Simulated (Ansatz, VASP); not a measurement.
Two plane-wave programs on TiSe2

```
Ti Se
1.0
     3.47254    0.00000    0.00000
    -1.73627    3.00731    0.00000
     0.00000    0.00000    5.95504
Ti Se
1 2
Cartesian
  0.0000 0.0000 0.0000
  0.0000 2.0049 1.5478
  1.7363 1.0024 4.4073
```

Alike in both runs: functional PBEsol; k mesh 15 × 15 × 8; occupations gaussian, width 0.1 eV; no spin polarisation.

Ansatz relaxed the structure, and its values are those at the end. VASP's run is a single point on that final structure, the one shown.

|  | VASP | Ansatz |
| --- | --- | --- |
| version | VASP 6.6.1 | Ansatz 0.2.0 |
| potentials or method | VASP PAW PBE potentials, release 64 (Ti_sv, Se), cutoff 500 eV | scalar-relativistic, plane waves, PAW |
| valence electrons in the cell | 24 | 44 |

|  | VASP | Ansatz | Ansatz less VASP |
| --- | --- | --- | --- |
| gap on the k mesh at the Fermi level (eV) | none | none | - |
| pressure (GPa) | 0.1 | 0.0 | -0.15 |
| rms of the force components (eV/Å) | 0.012 | 0.000 | -0.0112 |

VASP's potentials were made for PBE, not for PBEsol. A gap of «none» marks a metal or a gap that the smearing closes. VASP's potentials hold 24 valence electrons a cell and Ansatz's 44, so a difference there can come from the potentials and not from the codes.
